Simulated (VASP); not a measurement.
# AlN in VASP: notebook, part 2 of 2

VASP 6.6.1. Earlier steps stand in the parts before.

## (3) Single point, PBE

File INCAR:

```
ALGO = Normal
EDIFF = 1E-6
ENCUT = 520
GGA = PE
ISIF = 2
ISMEAR = 0
LASPH = T
LCHARG = T
LELF = T
LREAL = F
LVHAR = T
LWAVE = F
NBANDS = 16
NELM = 80
PREC = Accurate
SIGMA = 0.05
```

File KPOINTS:

```
k-points
0
Gamma
  9 9 6
```

File POSCAR:

```
AlN
1.0
    3.2859774621      0.0000000000      0.0000000000
   -1.6429887310      2.8457399585      0.0000000000
    0.0000000000      0.0000000000      4.1528332427
Al N
2 2
Direct
    0.3333333333      0.6666666667      0.7500000000
    0.6666666667      0.3333333333      0.2500000000
    0.3333333333      0.6666666667      0.2500000000
    0.6666666667      0.3333333333      0.7500000000
```

Potentials or basis: VASP PAW PBE potentials, release 64 (Al, N).

Started as:

```bash
> cat potpaw_PBE.64/Al/POTCAR potpaw_PBE.64/N/POTCAR > POTCAR
> mpirun -np 1 vasp_std > vasp.out
```

OUTCAR:

```text
EDIFF = 1E-6
   ENCUT = 520
   GGA = PE
   ISIF = 2
   ISMEAR = 0
   LASPH = T
   LREAL = F
   NELM = 80
   PREC = Accurate

 ion  position               nearest neighbor table
   1  0.333  0.667  0.750-   4 1.90   4 1.90   4 1.90   3 2.08   3 2.08   2 2.81   2 2.81   2 2.81
                             2 2.81   2 2.81   2 2.81
   2  0.667  0.333  0.250-   3 1.90   3 1.90   3 1.90   4 2.08   4 2.08   1 2.81   1 2.81   1 2.81
                             1 2.81   1 2.81   1 2.81
   3  0.333  0.667  0.250-   2 1.90   2 1.90   2 1.90   1 2.08   1 2.08
   4  0.667  0.333  0.750-   1 1.90   1 1.90   1 1.90   2 2.08   2 2.08

  LATTYP: Found a hexagonal cell.
 ALAT       =     3.2859774621
 C/A-ratio  =     1.2638045424

  Lattice vectors:

 A1 = (   3.2859774621,   0.0000000000,   0.0000000000)
 A2 = (  -1.6429887310,   2.8457399585,   0.0000000000)
 A3 = (   0.0000000000,   0.0000000000,   4.1528332427)

Analysis of symmetry for initial positions (statically):
=====================================================================
 Subroutine PRICEL returns:
 Original cell was already a primitive cell.

 Routine SETGRP: Setting up the symmetry group for a
 hexagonal supercell.

 Subroutine GETGRP returns: Found 24 space group operations
 (whereof 12 operations were pure point group operations)
 out of a pool of 24 trial point group operations.

The static configuration has the point symmetry D_3d.
 The point group associated with its full space group is D_6h.

Analysis of symmetry for dynamics (positions and initial velocities):
=====================================================================
 Subroutine PRICEL returns:
 Original cell was already a primitive cell.

 Routine SETGRP: Setting up the symmetry group for a
 hexagonal supercell.

 Subroutine GETGRP returns: Found 24 space group operations
 (whereof 12 operations were pure point group operations)
 out of a pool of 24 trial point group operations.

The dynamic configuration has the point symmetry D_3d.
 The point group associated with its full space group is D_6h.

 Subroutine INISYM returns: Found 24 space group operations
 (whereof 12 operations are pure point group operations),
 and found     1 'primitive' translations

----------------------------------------------------------------------------------------

                                     Primitive cell

  volume of cell :      38.8333

  direct lattice vectors                    reciprocal lattice vectors
     3.285977462  0.000000000  0.000000000     0.304323451  0.175701226  0.000000000
    -1.642988731  2.845739958  0.000000000     0.000000000  0.351402452  0.000000000
     0.000000000  0.000000000  4.152833243     0.000000000  0.000000000  0.240799459

  length of vectors
     3.285977462  3.285977462  4.152833243     0.351402452  0.351402452  0.240799459

  position of ions in fractional coordinates (direct lattice)
     0.333333333  0.666666667  0.750000000
     0.666666667  0.333333333  0.250000000
     0.333333333  0.666666667  0.250000000
     0.666666667  0.333333333  0.750000000

  ion indices of the primitive-cell ions
   primitive index   ion index
                 1           1
                 2           2
                 3           3
                 4           4

----------------------------------------------------------------------------------------

 KPOINTS: k-points

Automatic generation of k-mesh.
 Grid dimensions read from file:
 generate k-points for:    9    9    6

 Generating k-lattice:

  Cartesian coordinates                     Fractional coordinates (reciprocal lattice)
     0.033813717  0.019522358  0.000000000     0.111111111  0.000000000  0.000000000
     0.000000000  0.039044717  0.000000000     0.000000000  0.111111111  0.000000000
     0.000000000  0.000000000  0.040133243     0.000000000  0.000000000  0.166666667

  Length of vectors
     0.039044717  0.039044717  0.040133243

  Shift w.r.t. Gamma in fractional coordinates (k-lattice)
     0.000000000  0.000000000  0.000000000

 Subroutine IBZKPT returns following result:
 ===========================================

 Found     48 irreducible k-points:

 Following reciprocal coordinates:
            Coordinates               Weight
  0.000000  0.000000  0.000000      1.000000
  0.111111 -0.000000  0.000000      6.000000
  0.222222 -0.000000  0.000000      6.000000
  0.333333  0.000000  0.000000      6.000000
  0.444444 -0.000000  0.000000      6.000000
  0.111111  0.111111  0.000000      6.000000
[... 16 lines left out ...]
  0.333333  0.222222  0.166667     24.000000
  0.333333  0.333333  0.166667      4.000000
 [... further k-points ...]
   k-points           NKPTS =     48   k-points in BZ     NKDIM =     48   number of bands    NBANDS=     16
   number of dos      NEDOS =    301   number of ions     NIONS =      4
   total plane-waves  NPLWV =  18432
   dimension x,y,z NGX =    24 NGY =   24 NGZ =   32
   dimension x,y,z NGXF=    48 NGYF=   48 NGZF=   64
   ions per type =               2   2
   NGX,Y,Z   is equivalent  to a cutoff of  12.14, 12.14, 12.81 a.u.
   NGXF,Y,Z  is equivalent  to a cutoff of  24.28, 24.28, 25.62 a.u.
 SYSTEM =  unknown system
   PREC   = accura    normal or accurate (medium, high low for compatibility)
   ISTART =      0    job   : 0-new  1-cont  2-samecut
   ICHARG =      2    charge: 1-file 2-atom 10-const
   ISPIN  =      1    spin polarized calculation?
   LNONCOLLINEAR =      F non collinear calculations
   LSORBIT =      F    spin-orbit coupling
   LASPH  =      T    aspherical Exc in radial PAW
   ENCUT  =  520.0 eV  38.22 Ry    6.18 a.u.   6.11  6.11  7.72*2*pi/ulx,y,z
   NELM   =     80;   NELMIN=  2; NELMDL= -5     # of ELM steps
   EDIFF  = 0.1E-05   stopping-criterion for ELM
   LREAL  =      F    real-space projection
   EDIFFG = 0.1E-04   stopping-criterion for IOM
   NSW    =      0    number of steps for IOM
   IBRION =     -1    ionic relax: 0-MD 1-quasi-New 2-CG
   NFREE  =      0    steps in history (QN), initial steepest desc. (CG)
   ISIF   =      2    stress and relaxation
   ISYM   =      2    0-nonsym 1-usesym 2-fastsym
   POTIM  = 0.5000    time-step for ionic-motion
   TEBEG  =    0.0;   TEEND  =   0.0 temperature during run
   PSTRESS=    0.0 pullay stress
   NELECT =      16.0000    total number of electrons
   NUPDOWN=      -1.0000    fix difference up-down
   EMIN   =  10.00;   EMAX   =-10.00  energy-range for DOS
   EFERMI =   0.00;   METHOD = LEGACY
   ISMEAR =     0;   SIGMA  =   0.05  broadening in eV -4-tet -1-fermi 0-gaus
   EFERMI_NEDOS =   21; number of points for ismear=-14 and -15
   IALGO  =     38    algorithm
   IMIX   =      4    mixing-type and parameters
     AMIX     =   0.40;   BMIX     =  1.00
     AMIX_MAG =   1.60;   BMIX_MAG =  1.00
  volume/ion in A,a.u.               =       9.71        65.52
  Fermi-wavevector in a.u.,A,eV,Ry     =   1.218185  2.302037 20.190715  1.483976
  Thomas-Fermi vector in A             =   2.353480
   LORBIT       =      0    0 simple, 1 ext, 2 COOP (PROOUT), +10 PAW based schemes
   GGA     = PE    functional components
   LHFCALC =     F    Hartree Fock is set to
   AEXX    =    0.0000 exact exchange contribution
   IVDW    =     0    specifies the selected vdW correction
   LEPSILON=     F    determine dielectric tensor
   LRPA    =     F    only Hartree local field effects (RPA)
 non-spin polarized calculation
 Gauss-broadening in eV      SIGMA  =   0.05
  energy-cutoff  :      520.00
  volume of cell :       38.83
 maximum number of plane-waves:      1068
   NGX = 13   NGY = 13   NGZ = 15

 number of electron      15.9999999 magnetization

 Free energy of the ion-electron system (eV)
  ---------------------------------------------------
  ext. energy  EPLUGINS =         0.00000000
  ---------------------------------------------------
  free energy    TOTEN  =       -29.30320603 eV

  energy without entropy =      -29.30320603  energy(sigma->0) =      -29.30320603

 E-fermi :   8.4595     XC(G=0): -11.2681

 val. band max:        8.2233218313   @ k =   0.0000   0.0000   0.0000
 cond. band min:      11.6754762644   @ k =   0.0000   0.0000   0.0000
 fundamental gap:      3.4521544331
 Fermi energy:         8.4595182636

 k-point     1 :       0.0000    0.0000    0.0000
  band No.  band energies     occupation
      1      -8.7499      2.00000
      2      -5.0074      2.00000
      3       1.2133      2.00000
      4       4.8847      2.00000
      5       4.8847      2.00000
      6       6.5705      2.00000
[... 433 lines left out ...]
      3       1.5689      2.00000
      4       2.5884      2.00000
      5       2.5884      2.00000
      6       5.1435      2.00000
[... 8 lines left out ...]
     15      19.5748      0.00000
     16      21.5180      0.00000

 [... further k-points ...]
[... 5 lines left out ...]
  --------------------------------------------------------------------------------------
  -------------------------------------------------------------------------------------
  Total        1.3528741      1.3528741      1.1204198      0.0000000      0.0000000      0.0000000
  in kB       55.8166407     55.8166407     46.2260821      0.0000000      0.0000000      0.0000000
  external PRESSURE =      52.6197879 kB  Pullay stress =       0.0000000 kB

 VOLUME and BASIS-vectors are now :
 -----------------------------------------------------------------------------
  energy-cutoff  :      520.00
  volume of cell :       38.83
      direct lattice vectors                 reciprocal lattice vectors
     3.285977462  0.000000000  0.000000000     0.304323451  0.175701226  0.000000000
    -1.642988731  2.845739958  0.000000000     0.000000000  0.351402452  0.000000000
     0.000000000  0.000000000  4.152833243     0.000000000  0.000000000  0.240799459

 POSITION                                       TOTAL-FORCE (eV/Angst)
 -----------------------------------------------------------------------------------
     -0.00000      1.89716      3.11462         0.000000     -0.000000      0.000000
      1.64299      0.94858      1.03821        -0.000000      0.000000      0.000000
     -0.00000      1.89716      1.03821        -0.000000     -0.000000      0.000000
      1.64299      0.94858      3.11462        -0.000000     -0.000000      0.000000
 -----------------------------------------------------------------------------------
    total drift:                               -0.000000      0.000000     -0.000000

  FREE ENERGIE OF THE ION-ELECTRON SYSTEM (eV)
  ---------------------------------------------------
  free  energy   TOTEN  =       -29.3032060312 eV

  energy  without entropy=      -29.3032060312  energy(sigma->0) =      -29.30320603
```

OSZICAR:

```text
N       E                     dE             d eps       ncg     rms          rms(c)
DAV:   1     0.415332002536E+02    0.41533E+02   -0.73993E+03  1552   0.899E+02
DAV:   2    -0.306260898885E+02   -0.72159E+02   -0.65438E+02  2248   0.190E+02
DAV:   3    -0.338540064718E+02   -0.32279E+01   -0.32177E+01  1880   0.406E+01
DAV:   4    -0.338728062399E+02   -0.18800E-01   -0.18798E-01  1840   0.352E+00
DAV:   5    -0.338730642491E+02   -0.25801E-03   -0.25801E-03  1904   0.412E-01    0.119E+01
DAV:   6    -0.293245480667E+02    0.45485E+01   -0.90848E+00  1960   0.227E+01    0.395E+00
DAV:   7    -0.293227376612E+02    0.18104E-02   -0.74077E-01  1776   0.604E+00    0.289E+00
DAV:   8    -0.293111191015E+02    0.11619E-01   -0.84425E-02  1640   0.252E+00    0.862E-01
DAV:   9    -0.293027351302E+02    0.83840E-02   -0.17397E-02  1912   0.106E+00    0.276E-01
DAV:  10    -0.293033092777E+02   -0.57415E-03   -0.30239E-03  1800   0.362E-01    0.163E-01
DAV:  11    -0.293032044661E+02    0.10481E-03   -0.21229E-04  1776   0.117E-01    0.432E-02
DAV:  12    -0.293032064637E+02   -0.19976E-05   -0.15541E-05  1728   0.312E-02    0.731E-03
DAV:  13    -0.293032060312E+02    0.43256E-06   -0.53286E-06  1928   0.175E-02
   1 F= -.29303206E+02 E0= -.29303206E+02  d E =-.118103E-13
```

stdout:

```text
POSCAR found type information on POSCAR AlN
 POSCAR found :  2 types and       4 ions
 scaLAPACK will be used
 LDA part: xc-table for (Slater+PW92), standard interpolation
 POSCAR, INCAR and KPOINTS ok, starting setup
 FFT: planning ... GRIDC
 FFT: planning ... GRID_SOFT
 FFT: planning ... GRID
 WAVECAR not read
 entering main loop
```

Wall time 14 s (1 thread of Intel Xeon Platinum 8259CL at 2.50GHz (Skylake/Cascade Lake), shared host); peak memory 0.16 GiB.

What came out:

| Item | Value |
| --- | --- |
| Free energy | -29.3032 eV |
| Pressure | 5.3 GPa |
| Band gap on the k mesh | 3.45 eV, direct |

Stress tensor (GPa, compression positive):
```
5.58 0.00 0.00
0.00 5.58 0.00
0.00 0.00 4.62
```

Levels at points of the mesh, in eV from the valence-band top:
| k point | band 6 | band 7 | band 8 | band 9 | band 10 | band 11 |
| --- | --- | --- | --- | --- | --- | --- |
| (0.00, 0.00, 0.00) | -1.65 | -1.65 | 0.00 | 3.45 | 4.60 | 8.37 |
| (0.00, 0.00, 0.50) | -2.54 | -2.54 | -2.54 | 5.81 | 5.81 | 8.54 |

## (4) Single point, PBE

This run uses another cell than the first one, of 10.20 Å³/atom, 1.051 times its volume.

File INCAR:

```
SYSTEM = AlN
PREC = Accurate ; ENCUT = 520
EDIFF = 1E-6 ; ISMEAR = 0
SIGMA = 0.05 ; LREAL = .FALSE.
LASPH = .TRUE. ; NELM = 60
ALGO = Normal ; ISIF = 2
LWAVE = .FALSE. ; LCHARG = .TRUE.
GGA = PE ; LELF = .TRUE.
LVHAR = .TRUE. ; NBANDS = 16
```

File KPOINTS:

```
regular mesh
0
G
  9 9 6
  0 0 0
```

File POSCAR:

```
AlN
1.0
    3.3409812192      0.0000000000      0.0000000000
   -1.6704906096      2.8933746094      0.0000000000
    0.0000000000      0.0000000000      4.2223472407
Al N
2 2
Direct
    0.3333333333      0.6666666667      0.7576365105
    0.6666666667      0.3333333333      0.2576365105
    0.3333333333      0.6666666667      0.2352898692
    0.6666666667      0.3333333333      0.7352898692
```

Started as:

```bash
> cat potpaw_PBE.64/Al/POTCAR potpaw_PBE.64/N/POTCAR > POTCAR
> mpirun -np 1 vasp_std > vasp.out
```

It took 25 s on 1 thread of Intel Xeon Platinum 8259CL at 2.50GHz (Skylake/Cascade Lake), shared host; peak memory 0.17 GiB.

Results (log left out):

- Free energy: -29.2934 eV
- Pressure: -4.4 GPa
- Largest force: 0.119 eV/Å
- Band gap on the k mesh: 3.12 eV, direct

Forces on the atoms (eV/Å):
```
Al   0.000  0.000 -0.119
Al   0.000  0.000 -0.119
N    0.000  0.000  0.119
N    0.000  0.000  0.119
```

Stress tensor (GPa, compression positive):
```
-5.89  0.00  0.00
 0.00 -5.89  0.00
 0.00  0.00 -1.31
```

Levels at points of the mesh, in eV from the valence-band top:
```csv
k point,band 6,band 7,band 8,band 9,band 10,band 11
"(0.00, 0.00, 0.00)",-1.51,-1.51,0.00,3.12,4.22,8.15
"(0.00, 0.00, 0.50)",-2.36,-2.36,-2.36,5.50,5.50,8.35
```

A hybrid or GW would open this gap; PBE tends to underestimate it.
